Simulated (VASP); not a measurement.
Wanted: the native input for a VASP 6.6.1 run.

- Task: single point
- Functional: PBE
- Potentials or basis: VASP PAW PBE potentials, release 64 (Pb_d, Te)
- Cutoff: 520 eV
- k mesh: 8 × 8 × 8
- Occupations: fermi-dirac, width 0.02 eV
- Spin: no spin polarisation
- Dipole correction: no
- Further INCAR settings: ALGO = Normal; EDIFF = 1e-06; NBANDS = 17

The structure of TePb lies in POSCAR:

```
TePb
1.0
    0.0000000000      3.2678368520      3.2678368520
    3.2024801150      0.0000000000      3.2678368520
    3.2024801150      3.2678368520      0.0000000000
Pb Te
1 1
Direct
    0.0000000000      0.0000000000      0.0000000000
    0.5000000000      0.5000000000      0.5000000000
```

This cell differs from its parent crystal: uniaxial x strain -2.0%.

The input as run:

INCAR

```
SYSTEM = TePb
PREC = Accurate
ENCUT = 520
EDIFF = 1E-6
ISMEAR = -1
SIGMA = 0.02
LREAL = .FALSE.
LASPH = .TRUE.
NELM = 80
ALGO = Normal
ISIF = 2
LWAVE = .FALSE.
LCHARG = .FALSE.
GGA = PE
NBANDS = 17
```

KPOINTS

```
regular mesh
0
G
  8 8 8
  0 0 0
```

Potentials or basis: VASP PAW PBE potentials, release 64 (Pb_d, Te).

Run with:

```console
$ cat potpaw_PBE.64/Pb_d/POTCAR potpaw_PBE.64/Te/POTCAR > POTCAR
$ mpirun -np 1 vasp_std > vasp.out
```

It gave:

```
Pressure               : 1.5 GPa
Band gap on the k mesh : 0.74 eV, direct
```

Caveat: the cell differs from its parent crystal (uniaxial x strain -2.0%); spin-orbit coupling is left out, which moves the levels of the heavy elements.

It took 55 s on 1 thread of Intel(R) Xeon(R) Platinum 8488C (Sapphire Rapids), with other jobs on the host, peak memory 0.24 GiB.
